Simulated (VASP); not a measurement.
Runs of VASP 6.6.1 on In2Sb3O. The structure is that of space group P-4m2 (No. 115), or close to it. The cells are those of the table. 

| task | cell | k mesh | cutoff (eV) | smearing | gap on the mesh (eV) | pressure (GPa) | largest force (eV/Å) |
| --- | --- | --- | --- | --- | --- | --- | --- |
| single point | a = 3.881, b = 3.881, c = 10.481 Å, 6 atoms | 8 × 8 × 4 | 520 | gaussian 0.1 eV | none | 0.0 | 0.02 |
| single point | a = 3.885, b = 3.885, c = 10.464 Å, 6 atoms | 8 × 8 × 4 | 520 | gaussian 0.1 eV | none | 0.0 | 0.02 |
| single point | a = 3.796, b = 3.796, c = 10.301 Å, 6 atoms | 8 × 8 × 4 | 520 | gaussian 0.1 eV | none | 3.6 | 0.02 |
| relaxation of cell and atoms | relaxed from a = 4.000, b = 4.000, c = 8.960 Å, 6 atoms | 4 × 4 × 2 | 600 | gaussian 0.2 eV | none | 0.2 | 0.04 |
| single point | a = 3.801, b = 3.801, c = 10.934 Å, 6 atoms | 4 × 4 × 2 | 520 | gaussian 0.2 eV | none | 0.0 | (a) |

Alike in all rows: level PBE; potentials or basis VASP PAW PBE potentials, release 64 (In_d, Sb, O); no spin polarisation.

Fill in the values left out.

(a) 0.03.

Caveats: some runs use coarse meshes; spin-orbit coupling is left out, which moves the levels of the heavy elements; an odd number of electrons without spin polarisation forces a metal; a magnetic or distorted state may lie lower; the relaxation stopped at a loose force limit of 0.08 eV/Å, so its end isn't a converged minimum (some runs).

A k mesh can miss the band edges, and the runs leave out spin-orbit coupling on In, Sb.

A gap of «none» marks levels without a gap at the run's occupations.
